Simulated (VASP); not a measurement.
Ti3N3O, 7 atoms in the cell. The cell holds a slab with vacuum, 7 atoms: a = 3.003 Å, b = 3.003 Å, c = 23.054 Å, α = 90.00°, β = 90.00°, γ = 120.00°. 

| Quantity | Value |
| --- | --- |
| Program | VASP 6.6.1 |
| Task | single point |
| Functional | PBE |
| Potentials or basis | VASP PAW PBE potentials, release 64 (N, Ti_sv, O) |
| Cutoff | 520 eV |
| k mesh | 9 × 9 × 1 |
| Occupations | gaussian, width 0.1 eV |
| Spin | collinear spin, ferromagnetic start |
| Starting moments | [0.0, 0.0, 0.0, 0.0, 0.0, 0.0, 2.0] μB |
| Dipole correction | yes |
| Further INCAR settings | ALGO = Normal; EDIFF = 1e-06; NBANDS = 42 |

Potentials or basis: VASP PAW PBE potentials, release 64 (N, Ti_sv, O).

Launch:

```bash
$ cat potpaw_PBE.64/N/POTCAR potpaw_PBE.64/Ti_sv/POTCAR potpaw_PBE.64/O/POTCAR > POTCAR
$ mpirun -np 1 vasp_std > vasp.out
```

Hardware: 1 thread of Intel Xeon 8259CL (shared host).

How long does it take, and how much memory?

Run time: 63 min on 1 thread of Intel Xeon 8259CL, with other jobs on the host, peak memory 0.69 GiB. Counts: scf iterations 47, k points 41.
